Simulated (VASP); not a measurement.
**Mn: single point with PBEsol**

Crystal: Mn.

```xyz
2
Lattice="2.4836 0.0000 0.0000 -1.2418 2.1509 0.0000 0.0000 0.0000 4.0262" Properties=species:S:1:pos:R:3 pbc="T T T"
Mn    0.0000    1.4339    1.0065
Mn    1.2418    0.7170    3.0196
```

```json
{
 "Program": "VASP 6.6.1",
 "Task": "single point",
 "Functional": "PBEsol",
 "Potentials or basis": "VASP PAW PBE potentials, release 64 (Mn_pv)",
 "Cutoff": "520 eV",
 "k mesh": "10 × 10 × 6",
 "Occupations": "fermi-dirac, width 0.05 eV",
 "Spin": "collinear spin, ferromagnetic start",
 "Starting moments": "[4.0, 4.0] μB",
 "Fixed moment": "8 μB",
 "Dipole correction": "no",
 "Further INCAR settings": "ALGO = Normal; EDIFF = 1e-06; NBANDS = 24"
}
```

- Pressure: 93.3 GPa
- Net moment: 8.00 μB per cell
- Site moments: Mn +3.78 μB
- Valence electrons inside the program's atomic spheres: Mn 12.04

Stress tensor (GPa, compression positive):
```
93.39  0.00  0.00
 0.00 93.39  0.00
 0.00  0.00 92.99
```

Run time: 25 s on 1 thread of AMD EPYC 9R45 96-Core Processor (Zen 5), with other jobs on the host, peak memory 0.13 GiB.

Caveat: the PAW data sets were made with another functional, which shifts forces and pressure a little; the total moment is fixed, so each spin has its own Fermi level.
